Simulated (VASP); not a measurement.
# Be (Fm-3m) in VASP: a series of runs

Be is run at these levels: PBE; tasks: single point.

Program: VASP 6.6.1. These are calculated values, not measurements. Logs are shortened: lines on timing, memory, paths and dates and some standing lists are left out, and cuts for length are marked.

**1. The cell of the first run**

Symmetry: Fm-3m, No. 225, cubic system. The conventional cell has a = 2.679 Å, b = 2.679 Å, c = 2.679 Å, α = 90.00°, β = 90.00°, γ = 90.00°. Within 2.5 Å of Be (site symmetry m-3m) lie 12 Be at 1.89 Å.

This isn't the form of Be at room conditions, which is hcp.

**2. Single point, PBE (4.81 Å³/atom)**

INCAR

```
SYSTEM = Be
PREC = Accurate
ENCUT = 600
EDIFF = 1E-6
ISMEAR = -1
SIGMA = 0.05
LREAL = .False.
LASPH = .True.
NELM = 120
ALGO = Normal
ISIF = 2
LWAVE = .False.
LCHARG = .False.
GGA = PE
NBANDS = 7
GGA_COMPAT = .False.
```

KPOINTS

```
regular mesh
0
Gamma
  24 24 24
  0 0 0
```

POSCAR

```
Be
1.0
    0.0000000000      1.3394757307      1.3394757307
    1.3394757307      0.0000000000      1.3394757307
    1.3394757307      1.3394757307      0.0000000000
Be
1
Direct
    0.0000000000      0.0000000000      0.0000000000
```

Potentials or basis: VASP PAW PBE potentials, release 64 (Be).

The run is started by

```sh
cat potpaw_PBE.64/Be/POTCAR > POTCAR
mpirun -np 1 vasp_std > vasp.out
```

OUTCAR:

```text
SYSTEM = Be
   PREC = Accurate
   ENCUT = 600
   EDIFF = 1E-6
   ISMEAR = -1
   LREAL = .False.
   LASPH = .True.
   NELM = 120
   ISIF = 2
   GGA = PE

 ion  position               nearest neighbor table
   1  0.000  0.000  0.000-

  LATTYP: Found a face centered cubic cell.
 ALAT       =     2.6789514614

  Lattice vectors:

 A1 = (   0.0000000000,   1.3394757307,   1.3394757307)
 A2 = (   1.3394757307,   0.0000000000,   1.3394757307)
 A3 = (   1.3394757307,   1.3394757307,   0.0000000000)

Analysis of symmetry for initial positions (statically):
=====================================================================
 Subroutine PRICEL returns:
 Original cell was already a primitive cell.

 Routine SETGRP: Setting up the symmetry group for a
 face centered cubic supercell.

 Subroutine GETGRP returns: Found 48 space group operations
 (whereof 48 operations were pure point group operations)
 out of a pool of 48 trial point group operations.

The static configuration has the point symmetry O_h .

Analysis of symmetry for dynamics (positions and initial velocities):
=====================================================================
 Subroutine PRICEL returns:
 Original cell was already a primitive cell.

 Routine SETGRP: Setting up the symmetry group for a
 face centered cubic supercell.

 Subroutine GETGRP returns: Found 48 space group operations
 (whereof 48 operations were pure point group operations)
 out of a pool of 48 trial point group operations.

The dynamic configuration has the point symmetry O_h .

 Subroutine INISYM returns: Found 48 space group operations
 (whereof 48 operations are pure point group operations),
 and found     1 'primitive' translations

----------------------------------------------------------------------------------------

                                     Primitive cell

  volume of cell :       4.8066

  direct lattice vectors                    reciprocal lattice vectors
     0.000000000  1.339475731  1.339475731    -0.373280373  0.373280373  0.373280373
     1.339475731  0.000000000  1.339475731     0.373280373 -0.373280373  0.373280373
     1.339475731  1.339475731  0.000000000     0.373280373  0.373280373 -0.373280373

  length of vectors
     1.894304745  1.894304745  1.894304745     0.646540571  0.646540571  0.646540571

  position of ions in fractional coordinates (direct lattice)
     0.000000000  0.000000000  0.000000000

  ion indices of the primitive-cell ions
   primitive index   ion index
                 1           1

[... 64 lines left out ...]
   ICHARG =      2    charge: 1-file 2-atom 10-const
   ISPIN  =      1    spin polarized calculation?
   LNONCOLLINEAR =      F non collinear calculations
   LSORBIT =      F    spin-orbit coupling
   LASPH  =      T    aspherical Exc in radial PAW
   ENCUT  =  600.0 eV  44.10 Ry    6.64 a.u.   3.78  3.78  3.78*2*pi/ulx,y,z
   NELM   =    120;   NELMIN=  2; NELMDL= -5     # of ELM steps
   EDIFF  = 0.1E-05   stopping-criterion for ELM
   LREAL  =      F    real-space projection
[... 7 lines left out ...]
   TEBEG  =    0.0;   TEEND  =   0.0 temperature during run
   PSTRESS=    0.0 pullay stress
   NELECT =       2.0000    total number of electrons
   NUPDOWN=      -1.0000    fix difference up-down
   EMIN   =  10.00;   EMAX   =-10.00  energy-range for DOS
   EFERMI =   0.00;   METHOD = LEGACY
   ISMEAR =    -1;   SIGMA  =   0.05  broadening in eV -4-tet -1-fermi 0-gaus
   EFERMI_NEDOS =   21; number of points for ismear=-14 and -15
   IALGO  =     38    algorithm
   IMIX   =      4    mixing-type and parameters
     AMIX     =   0.40;   BMIX     =  1.00
     AMIX_MAG =   1.60;   BMIX_MAG =  1.00
  volume/ion in A,a.u.               =       4.81        32.44
  Fermi-wavevector in a.u.,A,eV,Ry     =   1.222194  2.309611 20.323798  1.493757
  Thomas-Fermi vector in A             =   2.357349
   LORBIT       =      0    0 simple, 1 ext, 2 COOP (PROOUT), +10 PAW based schemes
   GGA     = PE    functional components
   LHFCALC =     F    Hartree Fock is set to
   AEXX    =    0.0000 exact exchange contribution
   IVDW    =     0    specifies the selected vdW correction
   LEPSILON=     F    determine dielectric tensor
   LRPA    =     F    only Hartree local field effects (RPA)
 non-spin polarized calculation
  energy-cutoff  :      600.00
  volume of cell :        4.81
 maximum number of plane-waves:       169
   NGX =  7   NGY =  7   NGZ =  7

 number of electron       2.0000000 magnetization

 Free energy of the ion-electron system (eV)
  ---------------------------------------------------
  ext. energy  EPLUGINS =         0.00000000
  ---------------------------------------------------
  free energy    TOTEN  =        -2.77119119 eV

  energy without entropy =       -2.77073828  energy(sigma->0) =       -2.77096474

 E-fermi :  12.5445     XC(G=0): -12.3714

 val. band max:       12.5284025716   @ k =  -0.3750   0.3333   0.0000
 cond. band min:      12.5697971867   @ k =  -0.2917   0.4583   0.2083
 fundamental gap:      0.0413946151
 Fermi energy:        12.5445085736

 k-point     1 :       0.0000    0.0000    0.0000
  band No.  band energies     occupation
      1      -2.2075      2.00000
      2      41.2289      0.00000
      3      41.2289      0.00000
      4      41.2289      0.00000
      5      52.4195      0.00000
      6      52.4195      0.00000
      7      52.4195      0.00000
[... 221 lines left out ...]
 k-point    24 :       0.4583    0.0417    0.0000
  band No.  band energies     occupation
      1       4.3928      2.00000
      2      15.4227      0.00000
      3      36.1502      0.00000
      4      36.9493      0.00000
      5      46.2579      0.00000
      6      49.5023      0.00000
      7      53.0402      0.00000

 [... further k-points ...]

------------------------ aborting loop because EDIFF is reached ----------------------------------------

  FORCE on cell =-STRESS in cart. coord.  units (eV):
  Direction    XX          YY          ZZ          XY          YZ          ZX
  --------------------------------------------------------------------------------------
  -------------------------------------------------------------------------------------
  Total        4.1175279      4.1175279      4.1175279     -0.0000000      0.0000000      0.0000000
  in kB     1372.5007483   1372.5007483   1372.5007483     -0.0000000      0.0000000      0.0000000
  external PRESSURE =    1372.5007483 kB  Pullay stress =       0.0000000 kB

 VOLUME and BASIS-vectors are now :
 -----------------------------------------------------------------------------
  energy-cutoff  :      600.00
  volume of cell :        4.81
      direct lattice vectors                 reciprocal lattice vectors
     0.000000000  1.339475731  1.339475731    -0.373280373  0.373280373  0.373280373
     1.339475731  0.000000000  1.339475731     0.373280373 -0.373280373  0.373280373
     1.339475731  1.339475731  0.000000000     0.373280373  0.373280373 -0.373280373

 POSITION                                       TOTAL-FORCE (eV/Angst)
 -----------------------------------------------------------------------------------
      0.00000      0.00000      0.00000         0.000000      0.000000      0.000000
 -----------------------------------------------------------------------------------
    total drift:                               -0.000000      0.000000     -0.000000

  FREE ENERGIE OF THE ION-ELECTRON SYSTEM (eV)
  ---------------------------------------------------
  free  energy   TOTEN  =        -2.7711911942 eV

  energy  without entropy=       -2.7707382805  energy(sigma->0) =       -2.77096474
```

OSZICAR:

```text
N       E                     dE             d eps       ncg     rms          rms(c)
DAV:   1    -0.606636509567E+00   -0.60664E+00   -0.14723E+03  6454   0.281E+02
DAV:   2    -0.287689059479E+01   -0.22703E+01   -0.21825E+01  7889   0.363E+01
DAV:   3    -0.287856313119E+01   -0.16725E-02   -0.16725E-02  6734   0.928E-01
DAV:   4    -0.287856329295E+01   -0.16176E-06   -0.16335E-06  8743   0.858E-03
DAV:   5    -0.287856329321E+01   -0.26141E-09   -0.31153E-10  6741   0.269E-05    0.140E+00
DAV:   6    -0.279376774243E+01    0.84796E-01   -0.20373E-02  6279   0.167E+00    0.903E-01
DAV:   7    -0.277166236484E+01    0.22105E-01   -0.15377E-02  6426   0.152E+00    0.581E-02
DAV:   8    -0.277120536908E+01    0.45700E-03   -0.10698E-04  6489   0.122E-01    0.223E-02
DAV:   9    -0.277119354444E+01    0.11825E-04   -0.10965E-05  7238   0.293E-02    0.723E-03
DAV:  10    -0.277119144894E+01    0.20955E-05   -0.28404E-07  5614   0.448E-03    0.125E-03
DAV:  11    -0.277119119422E+01    0.25472E-06   -0.19981E-08  3451   0.118E-03
   1 F= -.27711912E+01 E0= -.27709647E+01  d E =-.452914E-03
```

Run time: 4 s. Hardware: 1 thread of Intel Xeon 6975P-C (Granite Rapids), shared host; peak memory 0.12 GiB.

What came out:

| Item | Value |
| --- | --- |
| Free energy | -2.7712 eV |
| Pressure | 137.3 GPa |
| Band gap on the k mesh | zero (bands 1 and 2 overlap by 1.55 eV) |

Caveat: the cell stands under pressure.

**3. Single point, PBE**

This run uses another cell than the first one, of 4.77 Å³/atom.

INCAR

```
SYSTEM = Be
  PREC = Accurate
  ENCUT = 600
  EDIFF = 1E-6
  ISMEAR = -1
  SIGMA = 0.05
  LREAL = .False.
  LASPH = .True.
  NELM = 120
  ALGO = Normal
  ISIF = 2
  LWAVE = .False.
  LCHARG = .False.
  GGA = PE
  NBANDS = 7
  GGA_COMPAT = .False.
```

KPOINTS is that of step 2.

POSCAR

```
Be
1.0
    0.0000000000      1.3364804052      1.3364804052
    1.3364804052      0.0000000000      1.3364804052
    1.3364804052      1.3364804052      0.0000000000
Be
1
Direct
    0.0000000000      0.0000000000      0.0000000000
```

Potentials or basis: VASP PAW PBE potentials, release 64 (Be).

The run is started by

```sh
cat potpaw_PBE.64/Be/POTCAR > POTCAR
mpirun -np 1 vasp_std > vasp.out
```

Run time: 3.7 s. Hardware: 1 thread of Intel Xeon 6975P-C (Granite Rapids), shared host; peak memory 0.12 GiB.

Results (log left out):

```yaml
Free_energy: -2.7433 eV
Pressure: 140.7 GPa
Band_gap_on_the_k_mesh: zero (bands 1 and 2 overlap by 1.56 eV)
```

Levels at points of the mesh, in eV from the Fermi level:
| k point | band 1 | band 2 | band 3 | band 4 |
| --- | --- | --- | --- | --- |
| (0.00, 0.00, 0.00) | -14.79 | 28.83 | 28.83 | 28.83 |
| (0.50, 0.00, 0.00) | -7.77 | 2.07 | 24.41 | 24.41 |
| (0.50, 0.50, 0.00) | -3.89 | 6.13 | 13.84 | 13.84 |

Caveat: the cell stands under pressure.

(Continued in part 2 of 2.)
